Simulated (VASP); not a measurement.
In3S2:

```
In S
1.0
     3.91016    2.25753    3.11513
    -3.91016    2.25753    3.11513
     0.00000   -4.51506    3.11513
In S
3 2
Cartesian
  -1.9551 1.1288 1.5576
  0.0000 -2.2575 1.5576
  1.9551 1.1288 1.5576
  0.0000 0.0000 7.6516
  0.0000 0.0000 1.6938
```

| Item | Value |
| --- | --- |
| Program | VASP 6.6.1 |
| Task | relaxation of cell and atoms |
| Functional | PBE |
| Potentials or basis | VASP PAW PBE potentials, release 64 (In_d, S) |
| Cutoff | 600 eV |
| k mesh | 3 × 3 × 3 |
| Occupations | gaussian, width 0.1 eV |
| Spin | no spin polarisation |

At the start: pressure 14.4 GPa; volume 33.00 Å³/atom.

**Question.** How do energy, volume and symmetry change on relaxing?

**Answer.** Over 32 steps the energy falls by 741.5 meV/atom and the volume is 31.74 Å³/atom (-3.8 %); space group R-3m (No. 166, to 0.05 Å).

The path:
```tsv
step	energy change (eV)	largest force (eV/Å)	pressure (GPa)	volume (Å³)
1	0.0000	1.0587	14.43	164.99
2	-3.0074	0.4909	-1.36	242.59
3	-3.1349	0.5488	0.44	219.33
4	-3.1488	0.5287	-0.09	224.99
5	-3.1485	0.5325	0.03	223.71
6	-3.1731	0.4814	0.00	223.57
7	-3.2334	0.3570	-0.08	223.15
8	-3.3091	0.1778	-0.41	222.32
9	-3.3182	0.1718	-1.28	220.66
10	-3.3379	0.0057	-0.87	221.43
11	-3.3764	0.0265	-0.77	214.34
12	-3.4729	0.1493	-0.28	193.98
13	-3.4902	0.5476	2.39	157.18
14	-3.5216	0.3452	0.70	175.06
15	-3.5233	0.4107	1.14	169.25
16	-3.5381	0.4024	1.19	167.19
17	-3.5743	0.3675	1.42	161.08
18	-3.5890	0.2844	2.25	149.24
19	-3.5937	0.3091	1.90	153.23
20	-3.6270	0.2184	1.40	154.77
21	-3.6795	0.0201	0.12	159.42
22	-3.6827	0.0817	-0.20	160.79
23	-3.6827	0.0888	-0.23	160.96
24	-3.6847	0.0882	-0.22	160.64
25	-3.6897	0.0884	-0.15	159.69
26	-3.6963	0.0901	-0.02	157.75
27	-3.6951	0.1004	0.25	153.84
28	-3.6981	0.0938	0.09	156.04
29	-3.6997	0.0914	0.07	156.39
30	-3.7036	0.0808	-0.01	157.44
31	-3.7071	0.0399	-0.15	159.55
32	-3.7074	0.0296	0.12	158.69
```

Final structure:
```cif
data_structure
_symmetry_space_group_name_H-M 'P 1'
_symmetry_Int_Tables_number 1
_cell_length_a 5.5458
_cell_length_b 5.5458
_cell_length_c 5.5458
_cell_angle_alpha 101.475
_cell_angle_beta 101.475
_cell_angle_gamma 101.475
_cell_volume 158.69
loop_
_atom_site_label
_atom_site_type_symbol
_atom_site_fract_x
_atom_site_fract_y
_atom_site_fract_z
_atom_site_occupancy
In1 In 0.00000 0.50000 0.00000 1
In2 In 0.00000 0.00000 0.50000 1
In3 In 0.50000 0.00000 0.00000 1
S1 S 0.73172 0.73172 0.73172 1
S2 S 0.26829 0.26829 0.26829 1
```

Caveat: the k points lie up to 0.40 Å⁻¹ apart in the final cell.
